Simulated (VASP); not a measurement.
Here is a VASP 6.6.1 calculation.

File POSCAR:

```
MoS2
1.0
    3.1730196207      0.0000000000      0.0000000000
   -1.5865098103      2.6184887735      0.0000000000
    0.0000000000      0.0000000000     12.4359100517
Mo S
2 4
Direct
    0.6658124584      0.3316249169      0.2500000000
    0.3341875416      0.6683750831      0.7500000000
    0.3294105107      0.6588210214      0.3769859583
    0.6705894893      0.3411789786      0.8769859583
    0.3294105107      0.6588210214      0.1230140417
    0.6705894893      0.3411789786      0.6230140417
```

Contents of INCAR.step1:

```
PREC = Accurate ; ENCUT = 520
ISMEAR = 0 ; SIGMA = 0.01
LREAL = False ; LASPH = True
NELM = 100 ; NBANDS = 35
GGA = PE ; ALGO = Normal
EDIFF = 1E-4 ; LWAVE = True
LCHARG = False
```

The input INCAR.step2:

```
PREC = Accurate ; ENCUT = 520
EDIFF = 1E-6 ; ISMEAR = 0
SIGMA = 0.01 ; LREAL = False
LASPH = True ; NELM = 100
ALGO = Normal ; ISIF = 2
LWAVE = False ; LCHARG = False
METAGGA = R2SCAN ; LMIXTAU = True
NBANDS = 35 ; ISTART = 1
```

Contents of KPOINTS:

```
regular mesh
0
Gamma
  12 12 2
```

Potentials or basis: VASP PAW PBE potentials, release 64 (Mo_sv, S).

Command:

```console
$ cat potpaw_PBE.64/Mo_sv/POTCAR potpaw_PBE.64/S/POTCAR > POTCAR
$ cp INCAR.step1 INCAR
$ mpirun -np 1 vasp_std > vasp.out
$ cp INCAR.step2 INCAR
$ mpirun -np 1 vasp_std > vasp.out
```

(1) What does it give for the pressure?

(2) What does it give for the band gap on the k mesh?

(3) Predict the largest force.

## Answers

(1) 6.8 GPa.

(2) 1.12 eV (least direct gap 2.02 eV).

(3) 0.051 eV/Å.

Caveat: the cell differs from its parent crystal (uniaxial y strain -4.7%); the cell stands under pressure; the PAW data sets were made with another functional, which shifts forces and pressure a little.
